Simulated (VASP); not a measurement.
Input of a VASP 6.6.1 run:

Contents of INCAR:

```
PREC = Accurate
ENCUT = 600
EDIFF = 1E-6
ISMEAR = -1
SIGMA = 0.1
LREAL = F
LASPH = T
NELM = 200
ALGO = Normal
ISIF = 2
LWAVE = F
LCHARG = T
ISPIN = 2
MAGMOM = 1.5 0
LORBIT = 11
LMAXMIX = 4
LDAU = T
LDAUTYPE = 2
LDAUL = 2 -1
LDAUU = 1.92 0
LDAUJ = 0 0
LDAUPRINT = 1
GGA = PE
LELF = T
LVHAR = T
NBANDS = 20
GGA_COMPAT = F
```

File KPOINTS:

```
Automatic mesh
0
Gamma
  7 7 7
```

POSCAR

```
VN
1.0
    0.0000000000      2.1026956071      2.1026956071
    2.1026956071      0.0000000000      2.1026956071
    2.1026956071      2.1026956071      0.0000000000
V N
1 1
Direct
    0.0000000000      0.0000000000      0.0000000000
    0.5000000000      0.5000000000      0.5000000000
```

Potentials or basis: VASP PAW PBE potentials, release 64 (V_sv, N).

The run is started by

```console
$ cat potpaw_PBE.64/V_sv/POTCAR potpaw_PBE.64/N/POTCAR > POTCAR
$ mpirun -np 1 vasp_std > vasp.out
```

**Question.** Estimate the site moments.

**Answer.** V +1.39; N -0.05 μB.

**Question.** What does it give for the net moment?

**Answer.** 1.42 μB per cell.

Eigenvalues of the final occupation matrices:
| site | spin | trace | eigenvalues |
| --- | --- | --- | --- |
| site 1 d | 1 | 2.23 | 0.30 0.30 0.54 0.54 0.54 |
| site 1 d | 2 | 0.85 | 0.14 0.14 0.14 0.22 0.22 |

Caveat: the k points lie up to 0.37 Å⁻¹ apart. The state reached can hang on the start; a lower one may exist.
